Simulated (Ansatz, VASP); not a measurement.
**TiSi2: VASP beside Ansatz**

File INCAR:

```
PREC = Accurate ; ENCUT = 520
EDIFF = 1E-6 ; ISMEAR = -1
SIGMA = 0.05 ; LREAL = False
LASPH = True ; NELM = 60
ALGO = Normal ; ISIF = 2
LWAVE = False ; LCHARG = False
GGA = PE ; NBANDS = 17
```

The input KPOINTS:

```
Automatic mesh
0
Gamma
  12 12 12
```

The input POSCAR:

```
TiSi2
1.0
   -1.4629866552      1.7006388484      4.1838131348
    1.4629866552     -1.7006388484      4.1838131348
    1.4629866552      1.7006388484     -4.1838131348
Ti Si
1 2
Direct
    0.0000000000      0.0000000000      0.0000000000
    0.6700780000      0.6700780000      0.0000000000
    0.3299220000      0.3299220000      0.0000000000
```

File input.yaml:

```yaml
crystal:
  lattice:
    - [-1.4629866552, 1.7006388484, 4.1838131348]
    - [1.4629866552, -1.7006388484, 4.1838131348]
    - [1.4629866552, 1.7006388484, -4.1838131348]
  atoms:
    - { symbol: Ti, position: [0.0, 0.0, 0.0] }
    - { symbol: Si, position: [0.670078, 0.670078, 0.0] }
    - { symbol: Si, position: [0.329922, 0.329922, 0.0] }
kpoints:
  mp_grid: { grid: [12, 12, 12] }
scf:
  occupations: { method: fermi_dirac, width: 0.05 }
hamiltonian:
  xc: pbe
  pseudopotentials: { kind: all_electron, lapw: { basis_error: 0.001 } }
output:
  forces: true
  stress: true
  eigenvalues: true
```

Change from the starting cell: volume scaled by 0.98.

Alike in both runs: task single point; functional PBE; k mesh 12 × 12 × 12; occupations fermi-dirac, width 0.05 eV; no spin polarisation.

```csv
,VASP,Ansatz
version,VASP 6.6.1,Ansatz 0.2.0
potentials or method,"VASP PAW PBE potentials, release 64 (Ti_sv, Si), cutoff 520 eV","all-electron LAPW, scalar-relativistic"
```

Ansatz gave:

```
gap on the k mesh at the Fermi level (eV)                     : none
pressure (GPa)                                                : 3.2
traceless stress, the component that is largest in VASP (GPa) : -0.41
```

What did VASP give for the same quantities?

gap on the k mesh at the Fermi level (eV): none; pressure (GPa): 3.2; traceless stress, the component that is largest in VASP (GPa): -0.43.

A gap of «none» marks a metal or a gap that the smearing closes. Ansatz ran all-electron here, and VASP with PAW potentials.
